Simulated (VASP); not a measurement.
# MgO (P6_3/mmc) in VASP: notebook, part 2 of 2

VASP 6.6.1. Earlier steps stand in the parts before.

## (3) Vibrations by perturbation theory, PBEsol

This run uses another cell than the first one, of 9.22 Å³/atom.

INCAR

```
SYSTEM = MgO
PREC     = Accurate       ! precision mode
ENCUT    = 520            ! plane-wave cutoff, eV
EDIFF    = 1E-8           ! SCF threshold, eV
ISMEAR   = 0              ! smearing method
SIGMA    = 0.01           ! smearing width, eV
LREAL    = .FALSE.        ! projectors in reciprocal space
LASPH    = .TRUE.         ! aspherical terms in the spheres
NELM     = 80             ! most SCF steps
ALGO     = Normal         ! electronic algorithm
ISIF     = 2              ! what is computed and relaxed
LWAVE    = .FALSE.        ! write WAVECAR
LCHARG   = .FALSE.        ! write CHGCAR
GGA      = PS             ! functional
IBRION   = 8              ! ionic algorithm
NSW      = 1              ! ionic steps
LEPSILON = .TRUE.         ! dielectric tensor by DFPT
```

KPOINTS

```
Automatic mesh
0
G
  12 12 6
  0 0 0
```

POSCAR

```
MgO
1.0
    3.2786507091      0.0000000000      0.0000000000
   -1.6393253546      2.8393948042      0.0000000000
    0.0000000000      0.0000000000      3.9600779035
Mg O
2 2
Direct
    0.6666666667      0.3333333333      0.7500000000
    0.3333333333      0.6666666667      0.2500000000
    0.6666666667      0.3333333333      0.2500000000
    0.3333333333      0.6666666667      0.7500000000
```

Potentials or basis: VASP PAW PBE potentials, release 64 (Mg, O).

Command:

```console
> cat potpaw_PBE.64/Mg/POTCAR potpaw_PBE.64/O/POTCAR > POTCAR
> mpirun -np 1 vasp_std > vasp.out
```

OUTCAR:

```text
SYSTEM = MgO
   PREC = Accurate
   ENCUT = 520
   EDIFF = 1E-8
   ISMEAR = 0
   LREAL = .FALSE.
   LASPH = .TRUE.
   NELM = 80
   ISIF = 2
   GGA = PS
   IBRION = 8
   NSW = 1
   LEPSILON = .TRUE.

 ion  position               nearest neighbor table
   1  0.667  0.333  0.750-   4 1.89   4 1.89   4 1.89   3 1.98   3 1.98   2 2.74   2 2.74   2 2.74
                             2 2.74   2 2.74   2 2.74
   2  0.333  0.667  0.250-   3 1.89   3 1.89   3 1.89   4 1.98   4 1.98   1 2.74   1 2.74   1 2.74
                             1 2.74   1 2.74   1 2.74
   3  0.667  0.333  0.250-   2 1.89   2 1.89   2 1.89   1 1.98   1 1.98
   4  0.333  0.667  0.750-   1 1.89   1 1.89   1 1.89   2 1.98   2 1.98

  LATTYP: Found a hexagonal cell.
 ALAT       =     3.2786507091
 C/A-ratio  =     1.2078376914

  Lattice vectors:

 A1 = (   3.2786507091,   0.0000000000,   0.0000000000)
 A2 = (  -1.6393253546,   2.8393948042,   0.0000000000)
 A3 = (   0.0000000000,   0.0000000000,   3.9600779035)

Analysis of symmetry for initial positions (statically):
=====================================================================
 Subroutine PRICEL returns:
 Original cell was already a primitive cell.

 Routine SETGRP: Setting up the symmetry group for a
 hexagonal supercell.

 Subroutine GETGRP returns: Found 24 space group operations
[... 670 lines left out ...]
  x     0.00000    -0.00000    -0.00000   -17.77376     0.00000     0.00000
  y   -17.77376    17.77376     0.00000    -0.00000     0.00000     0.00000
  z    -0.00000     0.00000    -0.00000    -0.00000     0.00000     0.00000

 SECOND DERIVATIVES (NOT SYMMETRIZED)
 ------------------------------------
               1X          1Y          1Z          2X          2Y          2Z          3X          3Y          3Z          4X          4Y          4Z
  1X   -17.988750    0.000000    0.000000    1.976307   -0.000000    0.000000    1.422822   -0.000000    0.000000   14.589621   -0.000000    0.000000
  1Y     0.000000  -17.988750    0.000000   -0.000000    1.976307    0.000000   -0.000000    1.422822    0.000000   -0.000000   14.589621    0.000000
  1Z     0.000000    0.000000  -17.436380    0.000000    0.000000    7.045635   -0.000000    0.000000    9.131319    0.000000    0.000000    1.259426
  2X     1.976307   -0.000000    0.000000  -17.988750    0.000000    0.000000   14.589621   -0.000000    0.000000    1.422822   -0.000000    0.000000
  2Y    -0.000000    1.976307    0.000000    0.000000  -17.988750    0.000000   -0.000000   14.589621    0.000000   -0.000000    1.422822    0.000000
  2Z     0.000000    0.000000    7.045635    0.000000    0.000000  -17.436380    0.000000    0.000000    1.259426   -0.000000    0.000000    9.131319
  3X     1.438535   -0.000000    0.000000   14.605031   -0.000000    0.000000  -18.486588    0.000000    0.000000    2.443022   -0.000000    0.000000
  3Y    -0.000000    1.438535    0.000000   -0.000000   14.605031    0.000000    0.000000  -18.486588    0.000000   -0.000000    2.443022    0.000000
  3Z    -0.000000    0.000000    9.111068    0.000000    0.000000    1.274295   -0.000000    0.000000  -18.045507    0.000000    0.000000    7.660144
  4X    14.605031   -0.000000    0.000000    1.438535   -0.000000    0.000000    2.443022   -0.000000    0.000000  -18.486588    0.000000    0.000000
  4Y    -0.000000   14.605031    0.000000   -0.000000    1.438535    0.000000   -0.000000    2.443022    0.000000    0.000000  -18.486588    0.000000
  4Z     0.000000    0.000000    1.274295   -0.000000    0.000000    9.111068    0.000000    0.000000    7.660144   -0.000000    0.000000  -18.045507

 Eigenvectors and eigenvalues of the dynamical matrix
 ----------------------------------------------------

   1 f  =   21.005558 THz   131.981816 2PiTHz  700.670008 cm-1    86.871970 meV
             X         Y         Z           dx          dy          dz
      1.639325  0.946465  2.970058     0.000000    0.000000    0.315750
     -0.000000  1.892930  0.990019    -0.000000   -0.000000   -0.315750
      1.639325  0.946465  0.990019     0.000000    0.000000   -0.632694
     -0.000000  1.892930  2.970058    -0.000000   -0.000000    0.632694
[... 71 lines left out ...]
  12 f/i=    0.009570 THz     0.060133 2PiTHz    0.319236 cm-1     0.039580 meV
             X         Y         Z           dx          dy          dz
      1.639325  0.946465  2.970058     0.365739    0.409854   -0.000000
     -0.000000  1.892930  0.990019     0.365739    0.409854   -0.000000
      1.639325  0.946465  0.990019     0.296457    0.332216   -0.000000
     -0.000000  1.892930  2.970058     0.296457    0.332216   -0.000000

--------------------------------------------------------------------------------------------------------

 MACROSCOPIC STATIC DIELECTRIC TENSOR IONIC CONTRIBUTION
 ------------------------------------------------------
           1.810886    -0.000000     0.000000
          -0.000000     1.810886     0.000000
           0.000000     0.000000     3.514335
 ------------------------------------------------------

 ELASTIC MODULI CONTR FROM IONIC RELAXATION (kBar)
 Direction    XX          YY          ZZ          XY          YZ          ZX
 --------------------------------------------------------------------------------
 XX       -1519.8676   1519.8676      0.0000      0.0000      0.0000     -0.0000
 YY        1519.8676  -1519.8676     -0.0000      0.0000     -0.0000      0.0000
 ZZ           0.0000     -0.0000     -0.0000     -0.0000      0.0000     -0.0000
 XY           0.0000      0.0000     -0.0000  -1519.8676      0.0000     -0.0000
 YZ           0.0000     -0.0000      0.0000      0.0000     -0.0000      0.0000
 ZX          -0.0000      0.0000     -0.0000     -0.0000      0.0000     -0.0000
 --------------------------------------------------------------------------------

 PIEZOELECTRIC TENSOR IONIC CONTR  for field in x, y, z        (C/m^2)
          XX          YY          ZZ          XY          YZ          ZX
  --------------------------------------------------------------------------------
  x     0.00000    -0.00000     0.00000    -0.00000    -0.00000     0.00000
  y    -0.00000     0.00000    -0.00000     0.00000    -0.00000     0.00000
  z     0.00000    -0.00000     0.00000     0.00000    -0.00000     0.00000
```

stdout:

```text
POSCAR found type information on POSCAR MgO
 POSCAR found :  2 types and       4 ions
 scaLAPACK will be used
 -----------------------------------------------------------------------------
|                                                                             |
|                                                                             |
[... 47 lines left out ...]
 first order change of Fermi-energy  -0.10573E+00
 force on displaced ion       3 direction 1 : -18.487   0.000   0.000
 Born effective charge ion    3 direction 1 :  -1.720  -0.000   0.000
 Linear response progress:
 first order change of Fermi-energy  -0.21999E-03
 force on displaced ion       3 direction 3 :  -0.000  -0.000 -18.046
 Born effective charge ion    3 direction 3 :   0.000  -0.000  -1.929
 Born effective charges drift removed
 Linear response finished
```

It took 8.8 min on 1 thread of Intel Xeon Platinum 8375C at 2.90GHz (Ice Lake), shared host; peak memory 0.48 GiB.

What came out:

```yaml
Electronic_dielectric_tensor_diagonal: 2.89, 2.89, 2.86
Born_charges_mean_of_the_diagonal: Mg +1.79; O -1.79 e
Highest_phonon_frequency_at_Γ_LO-TO_splitting_left_out: 701 cm⁻¹
```

Phonon frequencies in cm⁻¹ (negative: imaginary):
```csv
q point,frequencies
"(0.000, 0.000, 0.000)",0 0 0 310 310 469 541 672 672 695 695 701
```

Electronic dielectric tensor:
```
2.89 0.00 0.00
0.00 2.89 0.00
0.00 0.00 2.86
```

Born effective charge tensors (e):
atom 1, Mg
```
1.72 0.00 0.00
0.00 1.72 0.00
0.00 0.00 1.93
```
atom 2, Mg
```
1.72 0.00 0.00
0.00 1.72 0.00
0.00 0.00 1.93
```
atom 3, O
```
-1.72  0.00  0.00
 0.00 -1.72  0.00
 0.00  0.00 -1.93
```
atom 4, O
```
-1.72  0.00  0.00
 0.00 -1.72  0.00
 0.00  0.00 -1.93
```

Caveat: the cell stands under pressure or tension, which shifts response properties; the PAW data sets were made with another functional, which shifts forces and pressure a little.

## (4) Vibrations by perturbation theory, PBEsol

This run uses another cell than the first one, of 9.93 Å³/atom.

INCAR

```
ALGO = Normal ; EDIFF = 1E-8
ENCUT = 520 ; GGA = PS
IBRION = 8 ; ISIF = 2
ISMEAR = 0 ; LASPH = True
LCHARG = False ; LEPSILON = True
LREAL = False ; LWAVE = False
NBANDS = 16 ; NELM = 80
NSW = 1 ; PREC = Accurate
SIGMA = 0.01
```

KPOINTS

```
k-points
0
Gamma
  12 12 6
```

POSCAR

```
MgO
1.0
    3.3629913130      0.0000000000      0.0000000000
   -1.6814956565      2.9124359098      0.0000000000
    0.0000000000      0.0000000000      4.0540516517
Mg O
2 2
Direct
    0.6666666667      0.3333333333      0.7500000000
    0.3333333333      0.6666666667      0.2500000000
    0.6666666667      0.3333333333      0.2500000000
    0.3333333333      0.6666666667      0.7500000000
```

Potentials or basis: VASP PAW PBE potentials, release 64 (Mg, O).

Command:

```console
> cat potpaw_PBE.64/Mg/POTCAR potpaw_PBE.64/O/POTCAR > POTCAR
> mpirun -np 1 vasp_std > vasp.out
```

OUTCAR:

```text
EDIFF = 1E-8
   ENCUT = 520
   GGA = PS
   IBRION = 8
   ISIF = 2
   ISMEAR = 0
   LASPH = True
   LEPSILON = True
   LREAL = False
   NELM = 80
   NSW = 1
   PREC = Accurate

 ion  position               nearest neighbor table
   1  0.667  0.333  0.750-   4 1.94   4 1.94   4 1.94   3 2.03   3 2.03   2 2.81   2 2.81   2 2.81
                             2 2.81   2 2.81   2 2.81
   2  0.333  0.667  0.250-   3 1.94   3 1.94   3 1.94   4 2.03   4 2.03   1 2.81   1 2.81   1 2.81
                             1 2.81   1 2.81   1 2.81
   3  0.667  0.333  0.250-   2 1.94   2 1.94   2 1.94   1 2.03   1 2.03
[... 892 lines left out ...]
      1.681496  0.970812  1.013513    -0.000000   -0.000000   -0.445775
     -0.000000  1.941624  3.040539    -0.000000   -0.000000   -0.445775

--------------------------------------------------------------------------------------------------------

 MACROSCOPIC STATIC DIELECTRIC TENSOR IONIC CONTRIBUTION
 ------------------------------------------------------
           2.182780    -0.000000    -0.000000
          -0.000000     2.182780    -0.000000
          -0.000000    -0.000000     4.425473
 ------------------------------------------------------

 ELASTIC MODULI CONTR FROM IONIC RELAXATION (kBar)
 Direction    XX          YY          ZZ          XY          YZ          ZX
 --------------------------------------------------------------------------------
 XX       -1059.1175   1059.1175      0.0000     -0.0000      0.0000     -0.0000
 YY        1059.1175  -1059.1175     -0.0000      0.0000     -0.0000      0.0000
 ZZ           0.0000     -0.0000     -0.0000      0.0000     -0.0000      0.0000
 XY          -0.0000      0.0000      0.0000  -1059.1175      0.0000     -0.0000
 YZ           0.0000     -0.0000     -0.0000      0.0000     -0.0000      0.0000
 ZX          -0.0000      0.0000      0.0000     -0.0000      0.0000     -0.0000
 --------------------------------------------------------------------------------

 PIEZOELECTRIC TENSOR IONIC CONTR  for field in x, y, z        (C/m^2)
          XX          YY          ZZ          XY          YZ          ZX
  --------------------------------------------------------------------------------
  x    -0.00000     0.00000    -0.00000     0.00000    -0.00000     0.00000
  y     0.00000    -0.00000    -0.00000    -0.00000     0.00000     0.00000
  z    -0.00000     0.00000     0.00000    -0.00000     0.00000    -0.00000
```

Run time: 14 min. Hardware: 1 thread of Intel Xeon Platinum 8375C at 2.90GHz (Ice Lake), shared host; peak memory 0.53 GiB.

Results:

```yaml
Electronic_dielectric_tensor_diagonal: 2.92, 2.92, 2.91
Born_charges_mean_of_the_diagonal: Mg +1.81; O -1.81 e
Highest_phonon_frequency_at_Γ_LO-TO_splitting_left_out: 625 cm⁻¹
```

Phonon frequencies in cm⁻¹ (negative: imaginary):
| q point | frequencies |
| --- | --- |
| (0.000, 0.000, 0.000) | 0 0 0 303 303 450 471 597 597 613 613 625 |

Electronic dielectric tensor:
```
2.92 0.00 0.00
0.00 2.92 0.00
0.00 0.00 2.91
```

Born effective charge tensors (e):
atom 1, Mg
```
1.74 0.00 0.00
0.00 1.74 0.00
0.00 0.00 1.96
```
atom 2, Mg
```
1.74 0.00 0.00
0.00 1.74 0.00
0.00 0.00 1.96
```
atom 3, O
```
-1.74  0.00  0.00
 0.00 -1.74  0.00
 0.00  0.00 -1.96
```
atom 4, O
```
-1.74  0.00  0.00
 0.00 -1.74  0.00
 0.00  0.00 -1.96
```

Caveat: the cell stands under pressure or tension, which shifts response properties; the PAW data sets were made with another functional, which shifts forces and pressure a little.
